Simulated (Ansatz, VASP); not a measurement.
## Two plane-wave programs on AlCo

The input POSCAR:

```
AlCo
1.0
    2.8194032100      0.0000000000      0.0000000000
    0.0000000000      2.8194032100      0.0000000000
    0.0000000000      0.0000000000      2.8194032100
Al Co
1 1
Direct
    0.0000000000      0.0000000000      0.0000000000
    0.5000000000      0.5000000000      0.5000000000
```

File INCAR.step1:

```
ALGO = Normal
EDIFF = 1E-4
ENCUT = 600
GGA = PE
ISMEAR = 0
LASPH = T
LCHARG = F
LREAL = F
LWAVE = T
NELM = 60
PREC = Accurate
SIGMA = 0.1
```

INCAR.step2

```
ALGO = Normal
EDIFF = 1E-6
EDIFFG = -0.005
ENCUT = 600
IBRION = 2
ISIF = 3
ISMEAR = 0
ISTART = 1
LASPH = T
LCHARG = F
LMIXTAU = T
LREAL = F
LWAVE = F
METAGGA = R2SCAN
NELM = 60
NSW = 100
PREC = Accurate
SIGMA = 0.1
```

KPOINTS

```
k-points
0
Gamma
  14 14 14
```

Input for Ansatz:

```yaml
crystal:
  lattice:
    - [2.81940321, 0.0, 0.0]
    - [0.0, 2.81940321, 0.0]
    - [0.0, 0.0, 2.81940321]
  atoms:
    - { symbol: Al, position: [0.0, 0.0, 0.0] }
    - { symbol: Co, position: [0.5, 0.5, 0.5] }
basis:
  ecutwfc: 500
kpoints:
  mp_grid: { grid: [14, 14, 14] }
hamiltonian:
  xc: r2scan
scf:
  occupations: { method: gaussian, width: 0.1 }
output:
  forces: true
  stress: true
  eigenvalues: true
relax:
  adjacent_minimum: "off"
  f_tol: 0.005
  max_steps: 80
  cell: { stress_tol: 0.05 }
```

Alike in both runs: task relaxation of cell and atoms; functional r2SCAN; k mesh 14 × 14 × 14; occupations gaussian, width 0.1 eV; no spin polarisation.

|  | VASP | Ansatz |
| --- | --- | --- |
| version | VASP 6.6.1 | Ansatz 0.2.0 |
| potentials or method | VASP PAW PBE potentials, release 64 (Al, Co), cutoff 600 eV | scalar-relativistic, plane waves, PAW |
| valence electrons in the cell | 12 | 20 |

VASP gave:

- gap on the k mesh at the Fermi level, each at its own relaxed structure (eV): none
- relaxed volume (Å³/atom): 11.23
- relaxed cell length with the largest relative difference (Å): 2.821

Q: Estimate Ansatz's values.

A: gap on the k mesh at the Fermi level, each at its own relaxed structure (eV): none; relaxed volume (Å³/atom): 11.25; relaxed cell length with the largest relative difference (Å): 2.823.

VASP's potentials were made for PBE, not for r2SCAN. A gap of «none» marks a metal or a gap that the smearing closes. VASP's potentials hold 12 valence electrons a cell and Ansatz's 20, so a difference there can come from the potentials and not from the codes.
